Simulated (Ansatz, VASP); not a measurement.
One calculation of Si7Ge, two programs

```
Si Ge
1.0
     5.45895    0.00000   -0.60048
     0.00000    5.45895    0.00000
    -0.60048    0.00000    5.45895
Si Ge
7 1
Direct
  0.25260 0.25260 0.25260
  0.00000 0.50000 0.50000
  0.50000 0.50000 0.00000
  0.50000 0.00000 0.50000
  0.74740 0.25260 0.74740
  0.74740 0.74740 0.25260
  0.25260 0.74740 0.74740
  0.00000 0.00000 0.00000
```

Change from the starting cell: engineering shear strain xz -0.2200, engineering shear strain yz +0.0000.

Alike in both runs: task single point; functional PBEsol; k mesh 6 × 6 × 6; occupations gaussian, width 0.03 eV; no spin polarisation.

```csv
,VASP,Ansatz
version,VASP 6.6.1,Ansatz 0.2.0
potentials or method,"VASP PAW PBE potentials, release 64 (Si, Ge_d), cutoff 520 eV","scalar-relativistic, plane waves, PAW"
valence electrons in the cell,42,42
```

```csv
,VASP,Ansatz,Ansatz less VASP
gap on the k mesh at the Fermi level (eV),none,none,-
pressure (GPa),5.6,5.5,-0.08
"traceless stress, the component that is largest in VASP (GPa)",22.61,22.52,-0.093
rms of the force components (eV/Å),1.441,1.437,-0.0038
```

VASP's potentials were made for PBE, not for PBEsol, and Ansatz warns of the same on its side. Atom by atom the forces differ by 0.007 eV/Å (rms over components). A gap of «none» marks a metal or a gap that the smearing closes.
